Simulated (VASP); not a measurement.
# TePt2 (I4/mcm) in VASP: further runs

Runs on TePt2. Level: PBE. Tasks: relaxation of cell and atoms, single point.

All numbers are computed with VASP 6.6.1; they aren't measurements. Logs are shortened: lines on timing, memory, paths and dates and some standing lists are left out, and cuts for length are marked.

## Step 1: The cell of the first run

Symmetry: I4/mcm, No. 140, tetragonal system. The conventional cell has a = 6.383 Å, b = 6.383 Å, c = 5.617 Å, α = 90.00°, β = 90.00°, γ = 90.00°. Te (site symmetry 422) has 8 Pt at 2.78 Å and 2 Te at 2.81 Å within 3.7 Å. Pt (site symmetry m2m) has 4 Te at 2.78 Å and 11 Pt at 2.85 to 3.46 Å within 3.7 Å.

The cell was built from a structure type or drawn by symmetry, and may not be a known phase.

## Step 2: Relaxation of cell and atoms, PBE

Contents of INCAR:

```
SYSTEM = TePt2
ALGO = Fast
EDIFF = 1E-7
EDIFFG = -0.08
ENCUT = 600
GGA = PE
IBRION = 2
ISIF = 3
ISMEAR = 0
LASPH = .TRUE.
LCHARG = .FALSE.
LREAL = .FALSE.
LWAVE = .FALSE.
NELM = 100
NSW = 36
PREC = Accurate
SIGMA = 0.2
```

Contents of KPOINTS:

```
k-points
0
G
  4 4 4
  0 0 0
```

Contents of POSCAR:

```
TePt2
1.0
   -3.1913852900      3.1913852900      2.8084767000
    3.1913852900     -3.1913852900      2.8084767000
    3.1913852900      3.1913852900     -2.8084767000
Te Pt
2 4
Direct
    0.2500000000      0.2500000000      0.0000000000
    0.7500000000      0.7500000000      0.0000000000
    0.6579999900      0.1579999900      0.8159999800
    0.1579999900      0.3420000100      0.5000000000
    0.3420000100      0.8420000100      0.1840000200
    0.8420000100      0.6579999900      0.5000000000
```

Potentials or basis: VASP PAW PBE potentials, release 64 (Te, Pt).

Command:

```
$ cat potpaw_PBE.64/Te/POTCAR potpaw_PBE.64/Pt/POTCAR > POTCAR
$ mpirun -np 1 vasp_std > vasp.out
```

OUTCAR:

```text
SYSTEM = TePt2
   EDIFF = 1E-7
   EDIFFG = -0.08
   ENCUT = 600
   GGA = PE
   IBRION = 2
   ISIF = 3
   ISMEAR = 0
   LASPH = .TRUE.
   LREAL = .FALSE.
   NELM = 100
   NSW = 36
   PREC = Accurate

 ion  position               nearest neighbor table
   1  0.250  0.250  0.000-   5 2.78   3 2.78   4 2.78   5 2.78   4 2.78   3 2.78   6 2.78   6 2.78
                             2 2.81   2 2.81
   2  0.750  0.750  0.000-   5 2.78   3 2.78   5 2.78   6 2.78   6 2.78   3 2.78   4 2.78   4 2.78
                             1 2.81   1 2.81
   3  0.658  0.158  0.816-   1 2.78   2 2.78   1 2.78   2 2.78   5 2.85   5 3.26   5 3.26   4 3.40
                             6 3.40   6 3.40   4 3.40   6 3.46   4 3.46   4 3.46   6 3.46
   4  0.158  0.342  0.500-   1 2.78   1 2.78   2 2.78   2 2.78   6 2.85   6 3.26   6 3.26   5 3.40
                             5 3.40   3 3.40   3 3.40   3 3.46   3 3.46   5 3.46   5 3.46
   5  0.342  0.842  0.184-   1 2.78   2 2.78   1 2.78   2 2.78   3 2.85   3 3.26   3 3.26   4 3.40
                             6 3.40   6 3.40   4 3.40   4 3.46   6 3.46   4 3.46   6 3.46
   6  0.842  0.658  0.500-   2 2.78   2 2.78   1 2.78   1 2.78   4 2.85   4 3.26   4 3.26   3 3.40
                             5 3.40   5 3.40   3 3.40   3 3.46   3 3.46   5 3.46   5 3.46

  LATTYP: Found a body centered tetragonal cell.
 ALAT       =     6.3827705800
 C/A-ratio  =     0.8800180626

  Lattice vectors:

 A1 = (  -3.1913852900,   3.1913852900,   2.8084767000)
 A2 = (   3.1913852900,  -3.1913852900,   2.8084767000)
 A3 = (   3.1913852900,   3.1913852900,  -2.8084767000)

Analysis of symmetry for initial positions (statically):
=====================================================================
 Subroutine PRICEL returns:
 Original cell was already a primitive cell.

 Routine SETGRP: Setting up the symmetry group for a
 body centered tetragonal supercell.

 Subroutine GETGRP returns: Found 16 space group operations
 (whereof  8 operations were pure point group operations)
 out of a pool of 16 trial point group operations.

The static configuration has the point symmetry C_4h.
 The point group associated with its full space group is D_4h.

Analysis of symmetry for dynamics (positions and initial velocities):
=====================================================================
 Subroutine PRICEL returns:
 Original cell was already a primitive cell.

 Routine SETGRP: Setting up the symmetry group for a
 body centered tetragonal supercell.

 Subroutine GETGRP returns: Found 16 space group operations
 (whereof  8 operations were pure point group operations)
 out of a pool of 16 trial point group operations.

The dynamic configuration has the point symmetry C_4h.
 The point group associated with its full space group is D_4h.

 Subroutine INISYM returns: Found 16 space group operations
 (whereof  8 operations are pure point group operations),
 and found     1 'primitive' translations

----------------------------------------------------------------------------------------

                                     Primitive cell

  volume of cell :     114.4167

  direct lattice vectors                    reciprocal lattice vectors
    -3.191385290  3.191385290  2.808476700     0.000000000  0.156671776  0.178032454
     3.191385290 -3.191385290  2.808476700     0.156671776  0.000000000  0.178032454
     3.191385290  3.191385290 -2.808476700     0.156671776  0.156671776  0.000000000

  length of vectors
     5.315771018  5.315771018  5.315771018     0.237153115  0.237153115  0.221567350

  position of ions in fractional coordinates (direct lattice)
     0.250000000  0.250000000  0.000000000
     0.750000000  0.750000000  0.000000000
     0.657999990  0.157999990  0.815999980
     0.157999990  0.342000010  0.500000000
     0.342000010  0.842000010  0.184000020
     0.842000010  0.657999990  0.500000000

  ion indices of the primitive-cell ions
   primitive index   ion index
                 1           1
                 2           2
                 3           3
                 4           4
                 5           5
                 6           6

----------------------------------------------------------------------------------------

 KPOINTS: k-points

Automatic generation of k-mesh.
 Grid dimensions read from file:
 generate k-points for:    4    4    4

 Generating k-lattice:

  Cartesian coordinates                     Fractional coordinates (reciprocal lattice)
     0.000000000  0.039167944  0.044508114     0.250000000  0.000000000  0.000000000
     0.039167944  0.000000000  0.044508114     0.000000000  0.250000000  0.000000000
     0.039167944  0.039167944  0.000000000     0.000000000  0.000000000  0.250000000

  Length of vectors
     0.059288279  0.059288279  0.055391837

  Shift w.r.t. Gamma in fractional coordinates (k-lattice)
     0.000000000  0.000000000  0.000000000

 Subroutine IBZKPT returns following result:
 ===========================================

 Found     13 irreducible k-points:

 Following reciprocal coordinates:
            Coordinates               Weight
  0.000000  0.000000  0.000000      1.000000
  0.250000  0.000000  0.000000      8.000000
  0.500000  0.000000  0.000000      4.000000
  0.250000  0.250000  0.000000      8.000000
  0.500000  0.250000 -0.000000     16.000000
 -0.250000  0.250000  0.000000      4.000000
  0.500000  0.500000  0.000000      2.000000
  0.250000  0.250000  0.250000      2.000000
 -0.250000  0.250000  0.250000      4.000000
  0.500000  0.500000  0.250000      4.000000
 -0.250000  0.500000  0.250000      8.000000
 -0.250000 -0.250000  0.250000      2.000000
  0.500000  0.500000  0.500000      1.000000
   k-points           NKPTS =     13   k-points in BZ     NKDIM =     13   number of bands    NBANDS=     31
   number of dos      NEDOS =    301   number of ions     NIONS =      6
   total plane-waves  NPLWV =  74088
   dimension x,y,z NGX =    42 NGY =   42 NGZ =   42
   dimension x,y,z NGXF=    84 NGYF=   84 NGZF=   84
   ions per type =               2   4
   NGX,Y,Z   is equivalent  to a cutoff of  13.14, 13.14, 13.14 a.u.
   NGXF,Y,Z  is equivalent  to a cutoff of  26.27, 26.27, 26.27 a.u.
 SYSTEM =  TePt2
   PREC   = accura    normal or accurate (medium, high low for compatibility)
   ISTART =      0    job   : 0-new  1-cont  2-samecut
   ICHARG =      2    charge: 1-file 2-atom 10-const
   ISPIN  =      1    spin polarized calculation?
   LNONCOLLINEAR =      F non collinear calculations
   LSORBIT =      F    spin-orbit coupling
   LASPH  =      T    aspherical Exc in radial PAW
   ENCUT  =  600.0 eV  44.10 Ry    6.64 a.u.  10.62 10.62 10.62*2*pi/ulx,y,z
   NELM   =    100;   NELMIN=  2; NELMDL= -5     # of ELM steps
   EDIFF  = 0.1E-06   stopping-criterion for ELM
   LREAL  =      F    real-space projection
   EDIFFG = -.8E-01   stopping-criterion for IOM
   NSW    =     36    number of steps for IOM
   IBRION =      2    ionic relax: 0-MD 1-quasi-New 2-CG
   NFREE  =      1    steps in history (QN), initial steepest desc. (CG)
   ISIF   =      3    stress and relaxation
   ISYM   =      2    0-nonsym 1-usesym 2-fastsym
   POTIM  = 0.5000    time-step for ionic-motion
   TEBEG  =    0.0;   TEEND  =   0.0 temperature during run
   PSTRESS=    0.0 pullay stress
   NELECT =      52.0000    total number of electrons
   NUPDOWN=      -1.0000    fix difference up-down
   EMIN   =  10.00;   EMAX   =-10.00  energy-range for DOS
   EFERMI =   0.00;   METHOD = LEGACY
   ISMEAR =     0;   SIGMA  =   0.20  broadening in eV -4-tet -1-fermi 0-gaus
   EFERMI_NEDOS =   21; number of points for ismear=-14 and -15
   IALGO  =     68    algorithm
   IMIX   =      4    mixing-type and parameters
     AMIX     =   0.40;   BMIX     =  1.00
     AMIX_MAG =   1.60;   BMIX_MAG =  1.00
  volume/ion in A,a.u.               =      19.07       128.69
  Fermi-wavevector in a.u.,A,eV,Ry     =   1.258673  2.378547 21.555128  1.584257
  Thomas-Fermi vector in A             =   2.392271
   LORBIT       =      0    0 simple, 1 ext, 2 COOP (PROOUT), +10 PAW based schemes
   GGA     = PE    functional components
   LHFCALC =     F    Hartree Fock is set to
   AEXX    =    0.0000 exact exchange contribution
   IVDW    =     0    specifies the selected vdW correction
   LEPSILON=     F    determine dielectric tensor
   LRPA    =     F    only Hartree local field effects (RPA)
 conjugate gradient relaxation of ions
 non-spin polarized calculation
 RMM-DIIS sequential band-by-band and
 Gauss-broadening in eV      SIGMA  =   0.20
  energy-cutoff  :      600.00
  volume of cell :      114.42
 maximum number of plane-waves:      3838
   NGX = 21   NGY = 21   NGZ = 21

--------------------------------------- Ionic step        1  -------------------------------------------

 number of electron      52.0000001 magnetization

 Free energy of the ion-electron system (eV)
  ---------------------------------------------------
  ext. energy  EPLUGINS =         0.00000000
  ---------------------------------------------------
  free energy    TOTEN  =       -27.41371504 eV

  energy without entropy =      -27.34605325  energy(sigma->0) =      -27.37988414

------------------------ aborting loop because EDIFF is reached ----------------------------------------

  FORCE on cell =-STRESS in cart. coord.  units (eV):
  Direction    XX          YY          ZZ          XY          YZ          ZX
  --------------------------------------------------------------------------------------
  -------------------------------------------------------------------------------------
  Total       -0.1303564     -0.1303564     14.4409562      0.0000000      0.0000000      0.0000000
  in kB       -1.8253821     -1.8253821    202.2168023      0.0000000      0.0000000      0.0000000
  external PRESSURE =      66.1886794 kB  Pullay stress =       0.0000000 kB
[... 101 lines left out ...]
  FREE ENERGIE OF THE ION-ELECTRON SYSTEM (eV)
  ---------------------------------------------------
  free  energy   TOTEN  =       -28.3755178541 eV

  energy  without entropy=      -28.2780507682  energy(sigma->0) =      -28.32678431

 E-fermi :  10.2079     XC(G=0): -11.9637

 val. band max:       10.2017238592   @ k =  -0.2500   0.5000   0.2500
 cond. band min:      10.2482243798   @ k =   0.0000   0.0000   0.0000
 fundamental gap:      0.0465005205
 Fermi energy:        10.2079469168

 k-point     1 :       0.0000    0.0000    0.0000
  band No.  band energies     occupation
      1      -3.9432      2.00000
      2      -2.0366      2.00000
      3       3.8889      2.00000
      4       4.4701      2.00000
      5       4.4701      2.00000
      6       4.5160      2.00000
[... 431 lines left out ...]
     30      14.0344      0.00000
     31      15.6090      0.00000

[... ionic steps 4 to 16 ...]

--------------------------------------- Ionic step       17  -------------------------------------------

 number of electron      51.9999998 magnetization

------------------------ aborting loop because EDIFF is reached ----------------------------------------

  FORCE on cell =-STRESS in cart. coord.  units (eV):
  Direction    XX          YY          ZZ          XY          YZ          ZX
  --------------------------------------------------------------------------------------
  -------------------------------------------------------------------------------------
  Total       -0.6826384     -0.6826384     -0.6114310      0.0000000     -0.0000000      0.0000000
  in kB       -9.1071157     -9.1071157     -8.1571334      0.0000000     -0.0000000      0.0000000
  external PRESSURE =      -8.7904550 kB  Pullay stress =       0.0000000 kB
[... 65 lines left out ...]
  energy  without entropy=      -30.6705408640  energy(sigma->0) =      -30.72669219

--------------------------------------- Ionic step       19  -------------------------------------------

 number of electron      51.9999999 magnetization

 Free energy of the ion-electron system (eV)
  ---------------------------------------------------
  ext. energy  EPLUGINS =         0.00000000
  ---------------------------------------------------
  free energy    TOTEN  =       -30.78400668 eV

  energy without entropy =      -30.67091337  energy(sigma->0) =      -30.72746003

 E-fermi :   9.3565     XC(G=0): -11.6688

 val. band max:        9.3505419838   @ k =   0.5000   0.5000   0.0000
 cond. band min:       9.3746417118   @ k =   0.0000   0.0000   0.0000
 fundamental gap:      0.0240997280
 Fermi energy:         9.3565452995

 k-point     1 :       0.0000    0.0000    0.0000
  band No.  band energies     occupation
      1      -4.2411      2.00000
      2      -2.5666      2.00000
      3       3.4985      2.00000
      4       3.9370      2.00000
      5       4.1691      2.00000
      6       4.1691      2.00000
[... 464 lines left out ...]
  FREE ENERGIE OF THE ION-ELECTRON SYSTEM (eV)
  ---------------------------------------------------
  free  energy   TOTEN  =       -30.7840066820 eV

  energy  without entropy=      -30.6709133709  energy(sigma->0) =      -30.72746003

 reached required accuracy - stopping structural energy minimisation
```

It took 20 min on 1 thread of Intel Xeon Platinum 8259CL at 2.50GHz (Skylake/Cascade Lake), shared host; peak memory 0.3 GiB.

Results:

```yaml
Free_energy: -30.7840 eV
Relaxed_volume: 19.90 Å³/atom
Relaxed_cell: a = 5.582 Å, b = 5.582 Å, c = 5.582 Å, α = 121.83°, β = 121.83°, γ = 86.86°
Space_group_after_relaxing_to_0.1_Å: I4/mcm (No. 140)
Energy_gained_by_relaxing: 561.7 meV/atom
Ionic_steps: 19
Pressure_after_relaxing: -0.1 GPa
Largest_force_after_relaxing: 0.071 eV/Å
Band_gap_on_the_k_mesh: zero (bands 26 and 27 overlap by 0.71 eV)
```

Forces on the atoms (eV/Å):
```
Te   0.000  0.000  0.000
Te   0.000  0.000  0.000
Pt  -0.050 -0.050  0.000
Pt   0.050 -0.050  0.000
Pt   0.050  0.050  0.000
Pt  -0.050  0.050  0.000
```

Step by step:
```
step  energy change (eV)  largest force (eV/Å)  pressure (GPa)  volume (Å³)
   1              0.0000                0.4896            6.62       114.42
   2             -0.9079                0.1390           -7.59       127.43
   3             -0.9618                0.0777           -9.98       130.83
   4             -1.6973                0.2203           -9.10       129.16
   5             -2.3092                3.2922            2.40       121.29
   6             -2.4800                1.4056           -4.75       125.16
   7             -2.5143                1.7367           -3.49       124.34
   8             -2.7831                1.3876           -0.96       120.89
   9             -2.9915                0.7182            7.41       113.44
  10             -3.1476                0.2852            4.62       115.07
  11             -3.2424                0.0578            1.67       117.24
  12             -3.2577                0.1322            0.46       118.28
  13             -3.2959                0.1699           -0.46       119.08
  14             -3.3222                0.1462           -0.21       118.96
  15             -3.3639                0.1120            0.82       118.50
  16             -3.3649                0.1129            1.10       118.39
  17             -3.3675                0.0775           -0.88       120.09
  18             -3.3691                0.0910           -0.14       119.44
  19             -3.3703                0.0708           -0.07       119.39
```

Final structure:
```
Te Pt
1.0
    -2.71348    2.71348    4.05369
     2.71348   -2.71348    4.05369
     2.71348    2.71348   -4.05369
Te Pt
2 4
Direct
  0.25000 0.25000 0.00000
  0.75000 0.75000 0.00000
  0.68196 0.18196 0.86392
  0.18196 0.31804 0.50000
  0.31804 0.81804 0.13608
  0.81804 0.68196 0.50000
```

Levels at points of the mesh, in eV from the Fermi level:
| k point | band 24 | band 25 | band 26 | band 27 | band 28 | band 29 |
| --- | --- | --- | --- | --- | --- | --- |
| (0.00, 0.00, 0.00) | -1.12 | -1.12 | -0.47 | -0.47 | 0.02 | 0.37 |
| (0.50, 0.00, 0.00) | -1.09 | -0.61 | -0.61 | 0.20 | 0.20 | 2.88 |
| (0.50, 0.50, 0.00) | -1.67 | -0.46 | -0.01 | 0.09 | 1.23 | 1.33 |
| (0.50, 0.50, 0.50) | -0.80 | 0.24 | 0.24 | 1.58 | 1.58 | 3.65 |

Caveat: the k points lie up to 0.35 Å⁻¹ apart in the final cell, too coarse for converged energies and pressures of a metal; spin-orbit coupling is left out, which moves the levels of the heavy elements; the relaxation stopped at a loose force limit of 0.08 eV/Å, so its end isn't a converged minimum.

## Step 3: Single point, PBE

This run uses another cell than the first one, of 19.86 Å³/atom.

Contents of INCAR:

```
PREC     = Accurate       # precision mode
ENCUT    = 520            # plane-wave cutoff, eV
EDIFF    = 1E-7           # SCF threshold, eV
ISMEAR   = 0              # smearing method
SIGMA    = 0.1            # smearing width, eV
LREAL    = False          # projectors in reciprocal space
LASPH    = True           # aspherical terms in the spheres
NELM     = 100            # most SCF steps
ALGO     = Fast           # electronic algorithm
ISIF     = 2              # what is computed and relaxed
LWAVE    = False          # write WAVECAR
LCHARG   = True           # write CHGCAR
GGA      = PE             # functional
LELF     = True           # ELF
LVHAR    = True         
NBANDS   = 35             # bands
```

Contents of KPOINTS:

```
regular mesh
0
Gamma
  8 8 8
```

Contents of POSCAR:

```
TePt2
1.0
   -2.7206045386      2.7206045386      4.0246656174
    2.7206045386     -2.7206045386      4.0246656174
    2.7206045386      2.7206045386     -4.0246656174
Te Pt
2 4
Direct
    0.2500000000      0.2500000000      0.0000000000
    0.7500000000      0.7500000000      0.0000000000
    0.6778768918      0.1778768918      0.8557537836
    0.1778768918      0.3221231082      0.5000000000
    0.3221231082      0.8221231082      0.1442462164
    0.8221231082      0.6778768918      0.5000000000
```

Potentials or basis: VASP PAW PBE potentials, release 64 (Te, Pt).

Command:

```
$ cat potpaw_PBE.64/Te/POTCAR potpaw_PBE.64/Pt/POTCAR > POTCAR
$ mpirun -np 1 vasp_std > vasp.out
```

Wall time 6.8 min (1 thread of Intel Xeon Platinum 8259CL at 2.50GHz (Skylake/Cascade Lake), shared host); peak memory 0.38 GiB.

It converged, with:

- Free energy: -30.8075 eV
- Pressure: -0.3 GPa
- Band gap on the k mesh: zero (bands 26 and 27 overlap by 1.10 eV)

Levels at points of the mesh, in eV from the Fermi level:
| k point | band 22 | band 23 | band 24 | band 25 | band 26 | band 27 | band 28 | band 29 | band 30 | band 31 |
| --- | --- | --- | --- | --- | --- | --- | --- | --- | --- | --- |
| (0.00, 0.00, 0.00) | -1.34 | -1.34 | -1.01 | -1.01 | -0.38 | -0.38 | 0.02 | 0.32 | 0.69 | 2.32 |
| (0.50, 0.00, 0.00) | -1.84 | -1.00 | -1.00 | -0.56 | -0.56 | 0.20 | 0.20 | 2.86 | 2.86 | 4.38 |
| (0.50, 0.50, 0.00) | -1.80 | -1.65 | -1.63 | -0.42 | 0.00 | 0.12 | 1.31 | 1.32 | 2.57 | 4.38 |
| (0.50, 0.50, 0.50) | -1.47 | -0.91 | -0.85 | 0.13 | 0.13 | 1.55 | 1.55 | 3.62 | 3.75 | 4.60 |

Caveat: spin-orbit coupling is left out, which moves the levels of the heavy elements.
